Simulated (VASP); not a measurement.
# MgO (P6_3/mmc) in VASP: further runs

The runs below take MgO through single point, with r2SCAN.

Program: VASP 6.6.1. These are calculated values, not measurements. Logs are shortened: lines on timing, memory, paths and dates and some standing lists are left out, and cuts for length are marked.

## 1. The cell of the first run

It takes space group P6_3/mmc (No. 194, hexagonal). The conventional cell has a = 3.463 Å, b = 3.463 Å, c = 4.150 Å, α = 90.00°, β = 90.00°, γ = 120.00°. Mg (site symmetry -6m2) has 5 O at 2.00 to 2.07 Å within 2.6 Å. Within 2.6 Å of O (site symmetry -6m2) lie 5 Mg at 2.00 to 2.07 Å.

## 2. Single point, r2SCAN

Contents of POSCAR:

```
MgO
1.0
    3.4629787849      0.0000000000      0.0000000000
   -1.7314893925      2.9990276847      0.0000000000
    0.0000000000      0.0000000000      4.1499996115
Mg O
2 2
Direct
    0.6666666667      0.3333333333      0.7500000000
    0.3333333333      0.6666666667      0.2500000000
    0.6666666667      0.3333333333      0.2500000000
    0.3333333333      0.6666666667      0.7500000000
```

Contents of INCAR.step1:

```
SYSTEM = MgO
PREC = Accurate ; ENCUT = 660
ISMEAR = 0 ; SIGMA = 0.01
LREAL = .False. ; LASPH = .True.
NELM = 120 ; NBANDS = 24
GGA = PE ; ALGO = Normal
EDIFF = 1E-5 ; LWAVE = .True.
LCHARG = .False. ; GGA_COMPAT = .False.
```

Contents of INCAR.step2:

```
SYSTEM = MgO
PREC = Accurate ; ENCUT = 660
EDIFF = 1E-6 ; ISMEAR = 0
SIGMA = 0.01 ; LREAL = .False.
LASPH = .True. ; NELM = 120
ALGO = Normal ; ISIF = 2
LWAVE = .False. ; LCHARG = .True.
METAGGA = R2SCAN ; LMIXTAU = .True.
LELF = .True. ; LVHAR = .True.
NBANDS = 24 ; ISTART = 1
GGA_COMPAT = .False.
```

Contents of KPOINTS:

```
Automatic mesh
0
Gamma
  6 6 6
  0 0 0
```

Potentials or basis: VASP PAW PBE potentials, release 64 (Mg_sv, O).

The run is started by

```sh
$ cat potpaw_PBE.64/Mg_sv/POTCAR potpaw_PBE.64/O/POTCAR > POTCAR
$ cp INCAR.step1 INCAR
$ mpirun -np 1 vasp_std > vasp.out
$ cp INCAR.step2 INCAR
$ mpirun -np 1 vasp_std > vasp.out
```

OUTCAR:

```text
SYSTEM = MgO
   PREC = Accurate
   ENCUT = 660
   EDIFF = 1E-6
   ISMEAR = 0
   LREAL = .False.
   LASPH = .True.
   NELM = 120
   ISIF = 2
   METAGGA = R2SCAN
   ISTART = 1

 ion  position               nearest neighbor table
   1  0.667  0.333  0.750-   4 2.00   4 2.00   4 2.00   3 2.07   3 2.07
   2  0.333  0.667  0.250-   3 2.00   3 2.00   3 2.00   4 2.07   4 2.07
   3  0.667  0.333  0.250-   2 2.00   2 2.00   2 2.00   1 2.07   1 2.07
   4  0.333  0.667  0.750-   1 2.00   1 2.00   1 2.00   2 2.07   2 2.07

  LATTYP: Found a hexagonal cell.
 ALAT       =     3.4629787849
 C/A-ratio  =     1.1983901344

  Lattice vectors:

 A1 = (   3.4629787849,   0.0000000000,   0.0000000000)
 A2 = (  -1.7314893925,   2.9990276847,   0.0000000000)
 A3 = (   0.0000000000,   0.0000000000,   4.1499996115)

Analysis of symmetry for initial positions (statically):
=====================================================================
 Subroutine PRICEL returns:
 Original cell was already a primitive cell.

 Routine SETGRP: Setting up the symmetry group for a
 hexagonal supercell.

 Subroutine GETGRP returns: Found 24 space group operations
 (whereof 12 operations were pure point group operations)
 out of a pool of 24 trial point group operations.

The static configuration has the point symmetry D_3d.
 The point group associated with its full space group is D_6h.

Analysis of symmetry for dynamics (positions and initial velocities):
=====================================================================
 Subroutine PRICEL returns:
 Original cell was already a primitive cell.

 Routine SETGRP: Setting up the symmetry group for a
 hexagonal supercell.

 Subroutine GETGRP returns: Found 24 space group operations
 (whereof 12 operations were pure point group operations)
 out of a pool of 24 trial point group operations.

The dynamic configuration has the point symmetry D_3d.
 The point group associated with its full space group is D_6h.

 Subroutine INISYM returns: Found 24 space group operations
 (whereof 12 operations are pure point group operations),
 and found     1 'primitive' translations

----------------------------------------------------------------------------------------

                                     Primitive cell

  volume of cell :      43.1001

  direct lattice vectors                    reciprocal lattice vectors
     3.462978785  0.000000000  0.000000000     0.288768734  0.166720702  0.000000000
    -1.731489392  2.999027685  0.000000000     0.000000000  0.333441403  0.000000000
     0.000000000  0.000000000  4.149999612     0.000000000  0.000000000  0.240963878

  length of vectors
     3.462978785  3.462978858  4.149999612     0.333441410  0.333441403  0.240963878

  position of ions in fractional coordinates (direct lattice)
     0.666666667  0.333333333  0.750000000
     0.333333333  0.666666667  0.250000000
     0.666666667  0.333333333  0.250000000
     0.333333333  0.666666667  0.750000000

  ion indices of the primitive-cell ions
   primitive index   ion index
                 1           1
                 2           2
                 3           3
                 4           4

----------------------------------------------------------------------------------------

 KPOINTS: Automatic mesh

Automatic generation of k-mesh.
 Grid dimensions read from file:
 generate k-points for:    6    6    6

 Generating k-lattice:

  Cartesian coordinates                     Fractional coordinates (reciprocal lattice)
     0.048128122  0.027786784  0.000000000     0.166666667 -0.000000000  0.000000000
     0.000000000  0.055573567  0.000000000     0.000000000  0.166666667  0.000000000
     0.000000000  0.000000000  0.040160646     0.000000000  0.000000000  0.166666667

  Length of vectors
     0.055573568  0.055573567  0.040160646

  Shift w.r.t. Gamma in fractional coordinates (k-lattice)
     0.000000000  0.000000000  0.000000000

 Subroutine IBZKPT returns following result:
 ===========================================

 Found     28 irreducible k-points:

 Following reciprocal coordinates:
            Coordinates               Weight
  0.000000  0.000000  0.000000      1.000000
  0.166667  0.000000  0.000000      6.000000
  0.333333  0.000000  0.000000      6.000000
  0.500000  0.000000  0.000000      3.000000
  0.166667  0.166667  0.000000      6.000000
  0.333333  0.166667  0.000000     12.000000
[... 16 lines left out ...]
  0.166667  0.000000  0.500000      6.000000
  0.333333  0.000000  0.500000      6.000000
 [... further k-points ...]
   k-points           NKPTS =     28   k-points in BZ     NKDIM =     28   number of bands    NBANDS=     24
   number of dos      NEDOS =    301   number of ions     NIONS =      4
   total plane-waves  NPLWV =  32400
   dimension x,y,z NGX =    30 NGY =   30 NGZ =   36
   dimension x,y,z NGXF=    60 NGYF=   60 NGZF=   72
   ions per type =               2   2
   NGX,Y,Z   is equivalent  to a cutoff of  14.40, 14.40, 14.42 a.u.
   NGXF,Y,Z  is equivalent  to a cutoff of  28.80, 28.80, 28.84 a.u.
 SYSTEM =  MgO
   PREC   = accura    normal or accurate (medium, high low for compatibility)
   ISTART =      1    job   : 0-new  1-cont  2-samecut
   ICHARG =      0    charge: 1-file 2-atom 10-const
   ISPIN  =      1    spin polarized calculation?
   LNONCOLLINEAR =      F non collinear calculations
   LSORBIT =      F    spin-orbit coupling
   LASPH  =      T    aspherical Exc in radial PAW
   ENCUT  =  660.0 eV  48.51 Ry    6.96 a.u.   7.25  7.25  8.69*2*pi/ulx,y,z
   NELM   =    120;   NELMIN=  2; NELMDL=  0     # of ELM steps
   EDIFF  = 0.1E-05   stopping-criterion for ELM
   LREAL  =      F    real-space projection
   EDIFFG = 0.1E-04   stopping-criterion for IOM
   NSW    =      0    number of steps for IOM
   IBRION =     -1    ionic relax: 0-MD 1-quasi-New 2-CG
   NFREE  =      0    steps in history (QN), initial steepest desc. (CG)
   ISIF   =      2    stress and relaxation
   ISYM   =      2    0-nonsym 1-usesym 2-fastsym
   POTIM  = 0.5000    time-step for ionic-motion
   TEBEG  =    0.0;   TEEND  =   0.0 temperature during run
   PSTRESS=    0.0 pullay stress
   NELECT =      32.0000    total number of electrons
   NUPDOWN=      -1.0000    fix difference up-down
   EMIN   =  10.00;   EMAX   =-10.00  energy-range for DOS
   EFERMI =   0.00;   METHOD = LEGACY
   ISMEAR =     0;   SIGMA  =   0.01  broadening in eV -4-tet -1-fermi 0-gaus
   EFERMI_NEDOS =   21; number of points for ismear=-14 and -15
   IALGO  =     38    algorithm
   IMIX   =      4    mixing-type and parameters
     AMIX     =   0.40;   BMIX     =  1.00
     AMIX_MAG =   1.60;   BMIX_MAG =  1.00
  volume/ion in A,a.u.               =      10.78        72.71
  Fermi-wavevector in a.u.,A,eV,Ry     =   1.482400  2.801330 29.898930  2.197509
  Thomas-Fermi vector in A             =   2.596191
   LORBIT       =      0    0 simple, 1 ext, 2 COOP (PROOUT), +10 PAW based schemes
   METAGGA = R2SCAN    functional components
   LHFCALC =     F    Hartree Fock is set to
   AEXX    =    0.0000 exact exchange contribution
   IVDW    =     0    specifies the selected vdW correction
   LEPSILON=     F    determine dielectric tensor
   LRPA    =     F    only Hartree local field effects (RPA)
 non-spin polarized calculation
 Gauss-broadening in eV      SIGMA  =   0.01
  energy-cutoff  :      660.00
  volume of cell :       43.10
 maximum number of plane-waves:      1685
 NGX is ok and might be reduce to    30
   NGX = 15   NGY = 15   NGZ = 17

 number of electron      31.9999988 magnetization

 Free energy of the ion-electron system (eV)
  ---------------------------------------------------
  ext. energy  EPLUGINS =         0.00000000
  ---------------------------------------------------
  free energy    TOTEN  =       -32.08355304 eV

  energy without entropy =      -32.08355304  energy(sigma->0) =      -32.08355304

 E-fermi :   1.6753     XC(G=0): -11.0432

 val. band max:        1.4928566327   @ k =   0.0000   0.0000   0.0000
 cond. band min:       5.7098462372   @ k =   0.0000   0.0000   0.0000
 fundamental gap:      4.2169896045
 Fermi energy:         1.6752784060

 k-point     1 :       0.0000    0.0000    0.0000
  band No.  band energies     occupation
      1     -73.3329      2.00000
      2     -73.3198      2.00000
      3     -38.4925      2.00000
      4     -38.4730      2.00000
      5     -38.4730      2.00000
      6     -38.4442      2.00000
[... 16 lines left out ...]
     23      18.3513      0.00000
     24      18.6115      0.00000

 k-point     2 :       0.1667    0.0000    0.0000
  band No.  band energies     occupation
      1     -73.3319      2.00000
      2     -73.3204      2.00000
      3     -38.4874      2.00000
      4     -38.4768      2.00000
      5     -38.4755      2.00000
      6     -38.4500      2.00000
[... 16 lines left out ...]
     23      17.5263      0.00000
     24      17.5703      0.00000

 k-point     3 :       0.3333    0.0000    0.0000
  band No.  band energies     occupation
      1     -73.3295      2.00000
      2     -73.3220      2.00000
      3     -38.4840      2.00000
      4     -38.4801      2.00000
      5     -38.4745      2.00000
      6     -38.4618      2.00000
[... 16 lines left out ...]
     23      16.8566      0.00000
     24      17.5445      0.00000

 k-point     4 :       0.5000    0.0000    0.0000
  band No.  band energies     occupation
      1     -73.3277      2.00000
      2     -73.3234      2.00000
      3     -38.4878      2.00000
      4     -38.4823      2.00000
      5     -38.4679      2.00000
      6     -38.4645      2.00000
[... 16 lines left out ...]
     23      17.5085      0.00000
     24      17.7120      0.00000

 k-point     5 :       0.1667    0.1667    0.0000
  band No.  band energies     occupation
      1     -73.3302      2.00000
      2     -73.3215      2.00000
      3     -38.4811      2.00000
      4     -38.4801      2.00000
      5     -38.4782      2.00000
      6     -38.4582      2.00000
[... 16 lines left out ...]
     23      17.1177      0.00000
     24      17.2014      0.00000

 k-point     6 :       0.3333    0.1667    0.0000
  band No.  band energies     occupation
      1     -73.3277      2.00000
      2     -73.3234      2.00000
      3     -38.4878      2.00000
      4     -38.4810      2.00000
      5     -38.4677      2.00000
      6     -38.4645      2.00000
[... 16 lines left out ...]
     23      17.4263      0.00000
     24      17.6068      0.00000
[... 379 lines left out ...]
 k-point    21 :       0.3333    0.3333    0.3333
  band No.  band energies     occupation
      1     -73.3254      2.00000
      2     -73.3254      2.00000
      3     -38.5007      2.00000
      4     -38.5007      2.00000
      5     -38.4791      2.00000
      6     -38.4569      2.00000
[... 16 lines left out ...]
     23      18.1759      0.00000
     24      20.6721      0.00000

 k-point    22 :       0.0000    0.0000    0.5000
  band No.  band energies     occupation
      1     -73.3263      2.00000
      2     -73.3263      2.00000
      3     -38.4585      2.00000
      4     -38.4585      2.00000
      5     -38.4585      2.00000
      6     -38.4585      2.00000
[... 16 lines left out ...]
     23      18.7874      0.00000
     24      18.7874      0.00000

 k-point    23 :       0.1667    0.0000    0.5000
  band No.  band energies     occupation
      1     -73.3261      2.00000
      2     -73.3261      2.00000
      3     -38.4787      2.00000
      4     -38.4787      2.00000
      5     -38.4594      2.00000
      6     -38.4594      2.00000
[... 16 lines left out ...]
     23      18.4810      0.00000
     24      18.4810      0.00000

 k-point    24 :       0.3333    0.0000    0.5000
  band No.  band energies     occupation
      1     -73.3257      2.00000
      2     -73.3257      2.00000
      3     -38.4978      2.00000
      4     -38.4978      2.00000
      5     -38.4616      2.00000
      6     -38.4616      2.00000
[... 16 lines left out ...]
     23      17.7902      0.00000
     24      17.7902      0.00000

 [... further k-points ...]
[... 5 lines left out ...]
  --------------------------------------------------------------------------------------
  -------------------------------------------------------------------------------------
  Total        0.6930345      0.6930345      0.9026800     -0.0000000     -0.0000000      0.0000000
  in kB       25.7624453     25.7624467     33.5556800     -0.0000000     -0.0000000      0.0000000
  external PRESSURE =      28.3601907 kB  Pullay stress =       0.0000000 kB

 VOLUME and BASIS-vectors are now :
 -----------------------------------------------------------------------------
  energy-cutoff  :      660.00
  volume of cell :       43.10
      direct lattice vectors                 reciprocal lattice vectors
     3.462978785  0.000000000  0.000000000     0.288768734  0.166720702  0.000000000
    -1.731489392  2.999027685  0.000000000     0.000000000  0.333441403  0.000000000
     0.000000000  0.000000000  4.149999612     0.000000000  0.000000000  0.240963878

 POSITION                                       TOTAL-FORCE (eV/Angst)
 -----------------------------------------------------------------------------------
      1.73149      0.99968      3.11250        -0.000000      0.000000      0.000000
     -0.00000      1.99935      1.03750         0.000000     -0.000000      0.000000
      1.73149      0.99968      1.03750        -0.000000      0.000000      0.000000
     -0.00000      1.99935      3.11250         0.000000     -0.000000      0.000000
 -----------------------------------------------------------------------------------
    total drift:                                0.000000      0.000000     -0.000000

  FREE ENERGIE OF THE ION-ELECTRON SYSTEM (eV)
  ---------------------------------------------------
  free  energy   TOTEN  =       -32.0835530396 eV

  energy  without entropy=      -32.0835530396  energy(sigma->0) =      -32.08355304
```

It took 2.5 min on 1 thread of Intel Xeon Platinum 8259CL at 2.50GHz (Skylake/Cascade Lake), shared host; peak memory 0.19 GiB.

What came out:

```yaml
Free_energy: -32.0836 eV
Pressure: 2.8 GPa
Band_gap_on_the_k_mesh: 4.22 eV, direct
```

Levels at points of the mesh, in eV from the valence-band top:
| k point | band 12 | band 13 | band 14 | band 15 | band 16 | band 17 | band 18 | band 19 | band 20 | band 21 |
| --- | --- | --- | --- | --- | --- | --- | --- | --- | --- | --- |
| (0.00, 0.00, 0.00) | -1.80 | -1.80 | -0.86 | -0.86 | 0.00 | 4.22 | 10.64 | 13.37 | 13.64 | 13.64 |
| (0.50, 0.00, 0.00) | -2.43 | -2.41 | -1.98 | -1.33 | -0.54 | 7.73 | 10.29 | 10.71 | 13.63 | 14.05 |
| (0.00, 0.00, 0.50) | -2.45 | -1.35 | -1.35 | -1.35 | -1.35 | 7.28 | 7.28 | 14.02 | 14.02 | 14.02 |
| (0.50, 0.00, 0.50) | -3.94 | -1.59 | -1.59 | -0.86 | -0.86 | 8.12 | 8.12 | 13.32 | 13.32 | 15.35 |

Caveat: the PAW data sets were made with another functional, which shifts forces and pressure a little. r2SCAN opens gaps a little over a GGA but as a rule still falls short of measured ones.

## 3. Single point, r2SCAN

This run uses another cell than the first one, of 11.10 Å³/atom, 1.031 times its volume.

Contents of POSCAR:

```
MgO
1.0
    3.4979607363      0.0000000000      0.0000000000
   -1.7489803681      3.0293229441      0.0000000000
    0.0000000000      0.0000000000      4.1919216369
Mg O
2 2
Direct
    0.6666666667      0.3333333333      0.7500000000
    0.3333333333      0.6666666667      0.2500000000
    0.6666666667      0.3333333333      0.2500000000
    0.3333333333      0.6666666667      0.7500000000
```

Contents of INCAR.step1:

```
  PREC = Accurate
  ENCUT = 660
  ISMEAR = 0
  SIGMA = 0.01
  LREAL = False
  LASPH = True
  NELM = 120
  NBANDS = 24
  GGA = PE
  ALGO = Normal
  EDIFF = 1E-5
  LWAVE = True
  LCHARG = False
  GGA_COMPAT = False
```

Contents of INCAR.step2:

```
  PREC = Accurate
  ENCUT = 660
  EDIFF = 1E-6
  ISMEAR = 0
  SIGMA = 0.01
  LREAL = False
  LASPH = True
  NELM = 120
  ALGO = Normal
  ISIF = 2
  LWAVE = False
  LCHARG = False
  METAGGA = R2SCAN
  LMIXTAU = True
  NBANDS = 24
  ISTART = 1
  GGA_COMPAT = False
```

Contents of KPOINTS:

```
Automatic mesh
0
Gamma
  6 6 6
```

Potentials or basis: VASP PAW PBE potentials, release 64 (Mg_sv, O).

The run is started by

```sh
$ cat potpaw_PBE.64/Mg_sv/POTCAR potpaw_PBE.64/O/POTCAR > POTCAR
$ cp INCAR.step1 INCAR
$ mpirun -np 1 vasp_std > vasp.out
$ cp INCAR.step2 INCAR
$ mpirun -np 1 vasp_std > vasp.out
```

Wall time 70 s (1 thread of Intel Xeon 6975P-C (Granite Rapids), shared host); peak memory 0.19 GiB.

The run converged. Its results:

* Free energy: -32.0972 eV
* Pressure: -1.5 GPa
* Band gap on the k mesh: 4.06 eV, direct

Stress tensor (GPa, compression positive):
```
-1.70  0.00  0.00
 0.00 -1.70  0.00
 0.00  0.00 -1.21
```

Levels at points of the mesh, in eV from the valence-band top:
```tsv
k point	band 14	band 15	band 16	band 17	band 18	band 19
(0.00, 0.00, 0.00)	-0.82	-0.82	0.00	4.06	10.39	13.12
(0.50, 0.00, 0.00)	-1.93	-1.28	-0.53	7.63	9.97	10.61
(0.00, 0.00, 0.50)	-1.30	-1.30	-1.30	7.10	7.10	13.81
(0.50, 0.00, 0.50)	-1.53	-0.82	-0.82	8.00	8.00	12.96
```

Caveat: the PAW data sets were made with another functional, which shifts forces and pressure a little. r2SCAN opens gaps a little over a GGA but as a rule still falls short of measured ones.

[end of part 1 of 2]
